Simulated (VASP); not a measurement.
Runs of VASP 6.6.1 on CdTe. The structure is that of space group F-43m (No. 216), or close to it. The cells are those of the table. 

| task | cell | k mesh | gap on the mesh (eV) | pressure (GPa) |
| --- | --- | --- | --- | --- |
| relaxation of cell and atoms | relaxed to 2 GPa from a = 4.473 Å, angles 60.0°, 2 atoms | 10 × 10 × 10 | 0.76 | 2.0 |
| relaxation of cell and atoms | relaxed to 2 GPa from a = 4.533 Å, angles 60.0°, 2 atoms | 8 × 8 × 8 | 0.76 | 2.0 |
| single point | a = 4.473 Å, angles 60.0°, 2 atoms | 8 × 8 × 8 | 0.78 | 2.3 |
| relaxation of cell and atoms | relaxed to 1e-06 GPa from a = 4.517 Å, angles 60.0°, 2 atoms | 10 × 10 × 10 | 0.64 | 0.0 |
| relaxation of cell and atoms | relaxed to 4 GPa from a = 4.448 Å, angles 60.0°, 2 atoms | 10 × 10 × 10 | 0.87 | 4.0 |
| single point | a = 4.424 Å, angles 60.0°, 2 atoms | 10 × 10 × 10 | 0.88 | (a) |
| single point | a = 4.495 Å, angles 60.0°, 2 atoms | 10 × 10 × 10 | (c) | 1.5 |
| single point | a = 4.517 Å, angles 60.0°, 2 atoms | 10 × 10 × 10 | (b) | 0.7 |

Alike in all rows: level LDA; potentials or basis VASP PAW LDA potentials, release 64 (Cd, Te); no spin polarisation; cutoff (eV) 500; smearing gaussian 0.02 eV.

Question: Fill in the values left out.

Answer: (a) 4.3; (b) 0.69; (c) 0.73.

Caveats: spin-orbit coupling is left out, which moves the levels of the heavy elements; the cell is relaxed towards a set pressure, so the run minimises the enthalpy, not the energy (at least some runs); the cell stands under pressure (at least some runs).

A k mesh can miss the band edges, and the runs leave out spin-orbit coupling on Cd, Te.
